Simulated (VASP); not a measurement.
The system is GaN.

```xyz
4
Lattice="3.1889 0.0000 0.0000 -1.5945 2.7617 0.0000 0.0000 0.0000 5.1924" Properties=species:S:1:pos:R:3 pbc="T T T"
Ga    1.5945    0.9206    2.5914
Ga    0.0000    1.8411    5.1876
N     1.5945    0.9206    4.5481
N     0.0000    1.8411    1.9519
```

| Item | Value |
| --- | --- |
| Program | VASP 6.6.1 |
| Task | relaxation of cell and atoms |
| Functional | LDA |
| Potentials or basis | VASP PAW LDA potentials, release 64 (Ga_d, N) |
| Cutoff | 600 eV |
| k mesh | 12 × 12 × 6 |
| Occupations | gaussian, width 0.02 eV |
| Spin | no spin polarisation |

At the start: pressure -5.5 GPa; volume 11.43 Å³/atom.

Question: How do energy, volume and symmetry change on relaxing?

Answer: Over 8 steps the energy falls by 5.8 meV/atom and the volume is 11.11 Å³/atom (-2.8 %); space group P6_3mc (No. 186, to 0.05 Å).

The path:
| step | energy change (eV) | largest force (eV/Å) | pressure (GPa) | volume (Å³) |
| --- | --- | --- | --- | --- |
| 1 | 0.0000 | 0.0078 | -5.49 | 45.73 |
| 2 | -0.0001 | 0.0223 | 6.01 | 43.18 |
| 3 | -0.0230 | 0.0142 | 0.06 | 44.43 |
| 4 | -0.0230 | 0.0142 | -0.53 | 44.46 |
| 5 | -0.0230 | 0.0021 | -0.06 | 44.44 |
| 6 | -0.0230 | 0.0014 | 0.03 | 44.43 |
| 7 | -0.0230 | 0.0066 | -0.20 | 44.44 |
| 8 | -0.0230 | 0.0027 | 0.00 | 44.44 |

Final structure:
```
Ga N
1.0
     3.15752    0.00000    0.00000
    -1.57876    2.73449    0.00000
     0.00000    0.00000    5.14656
Ga N
2 2
Direct
  0.66667 0.33333 0.49926
  0.33333 0.66667 0.99926
  0.66667 0.33333 0.87574
  0.33333 0.66667 0.37574
```
